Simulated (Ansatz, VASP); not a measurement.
**HfSiO4 in VASP and in Ansatz**

```
Hf Si O
1.0
    -3.24184    3.24184    2.94130
     3.24184   -3.24184    2.94130
     3.24184    3.24184   -2.94130
Hf Si O
2 2 8
Direct
  0.75000 0.25000 0.50000
  0.00000 0.00000 0.00000
  0.25000 0.75000 0.50000
  0.50000 0.50000 0.00000
  0.13296 0.31939 0.81357
  0.06939 0.75582 0.68643
  0.50582 0.31939 0.18643
  0.06939 0.38296 0.31357
  0.61704 0.93061 0.68643
  0.68061 0.86704 0.18643
  0.24418 0.93061 0.31357
  0.68061 0.49418 0.81357
```

Change from the starting cell: volume scaled by 0.96, ions relaxed.

Alike in both runs: functional PBE; k mesh 7 × 7 × 7; occupations fermi-dirac, width 0.02 eV; no spin polarisation.

Ansatz relaxed the structure, and its values are those at the end. VASP's run is a single point on that final structure, the one shown.

|  | VASP | Ansatz |
| --- | --- | --- |
| version | VASP 6.6.1 | Ansatz 0.2.0 |
| potentials or method | VASP PAW PBE potentials, release 64 (Hf_pv, Si, O) | plane-wave PAW, scalar-relativistic |
| plane-wave cutoff (eV) | 520 | 420 |
| valence electrons in the cell | 76 | 108 |

|  | VASP | Ansatz | Ansatz less VASP |
| --- | --- | --- | --- |
| gap on the k mesh at the Fermi level (eV) | 5.64 | 5.69 | +0.054 |
| pressure (GPa) | 16.2 | 18.0 | +1.86 |
| rms of the force components (eV/Å) | 0.093 | 0.009 | -0.0842 |

VASP's potentials hold 76 valence electrons a cell and Ansatz's 108, so a difference there can come from the potentials and not from the codes. Ansatz's warnings: stress scf threshold loose.

Neither program's run includes spin-orbit coupling.
